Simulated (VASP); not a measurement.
Here is a VASP 6.6.1 calculation.

File POSCAR:

```
AlN
1.0
    0.0000000000      1.9557414630      1.9557414630
    1.9557414630      0.0000000000      1.9557414630
    1.9557414630      1.9557414630      0.0000000000
Al N
1 1
Direct
    0.5000000000      0.5000000000      0.5000000000
    0.0000000000      0.0000000000      0.0000000000
```

Contents of INCAR.step1:

```
SYSTEM = AlN
PREC = Accurate ; ENCUT = 520
ISMEAR = 0 ; SIGMA = 0.02
LREAL = .False. ; LASPH = .True.
NELM = 80 ; NBANDS = 11
GGA = PE ; ALGO = Normal
EDIFF = 1E-4 ; LWAVE = .True.
LCHARG = .False.
```

Contents of INCAR.step2:

```
SYSTEM = AlN
PREC = Accurate ; ENCUT = 520
EDIFF = 1E-6 ; ISMEAR = 0
SIGMA = 0.02 ; LREAL = .False.
LASPH = .True. ; NELM = 80
ALGO = Normal ; ISIF = 2
LWAVE = .False. ; LCHARG = .True.
METAGGA = R2SCAN ; LMIXTAU = .True.
LELF = .True. ; LVHAR = .True.
NBANDS = 11 ; ISTART = 1
```

Contents of KPOINTS:

```
Automatic mesh
0
Gamma
  10 10 10
  0 0 0
```

Potentials or basis: VASP PAW PBE potentials, release 64 (Al, N).

Command:

```console
$ cat potpaw_PBE.64/Al/POTCAR potpaw_PBE.64/N/POTCAR > POTCAR
$ cp INCAR.step1 INCAR
$ mpirun -np 1 vasp_std > vasp.out
$ cp INCAR.step2 INCAR
$ mpirun -np 1 vasp_std > vasp.out
```

What does it give for the pressure?

30.8 GPa.

Estimate the band gap on the k mesh.

5.80 eV, indirect (least direct gap 8.09 eV).

Caveat: the cell differs from its parent crystal (functional r2SCAN, strained); the PAW data sets were made with another functional, which shifts forces and pressure a little. A k mesh can miss the band edges.
